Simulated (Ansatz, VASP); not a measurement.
## WS2 in VASP and in Ansatz

```
W S
1.0
     1.58425    0.91467    6.18381
    -1.58425    0.91467    6.18381
     0.00000   -1.82933    6.18381
W S
1 2
Direct
  0.00000 0.00000 0.00000
  0.75030 0.75030 0.75030
  0.58100 0.58100 0.58100
```

Change from the starting cell: volume scaled by 1.01, crystal datasets.

Alike in both runs: task electric field gradients; functional PBEsol; k mesh 15 × 15 × 15; occupations fermi-dirac, width 0.03 eV; no spin polarisation.

|  | VASP | Ansatz |
| --- | --- | --- |
| version | VASP 6.6.1 | Ansatz 0.2.0 |
| potentials or method | VASP PAW PBE potentials, release 64 (W_sv, S), cutoff 520 eV | all-electron PAW with datasets made for the crystal, scalar-relativistic |

```csv
,VASP,Ansatz,Ansatz less VASP
pressure (GPa),-2.1,-2.2,-0.07
"traceless stress, the component that is largest in VASP (GPa)",0.61,0.57,-0.043
rms of the force components (eV/Å),0.262,0.265,+0.0027
size of Vzz on the site where it differs most (V/Å²),152.2,167.5,+15.34
```

VASP's potentials were made for PBE, not for PBEsol. Atom by atom the forces differ by 0.009 eV/Å (rms over components). Ansatz ran all-electron here, and VASP with PAW potentials.

Neither program's run includes spin-orbit coupling.
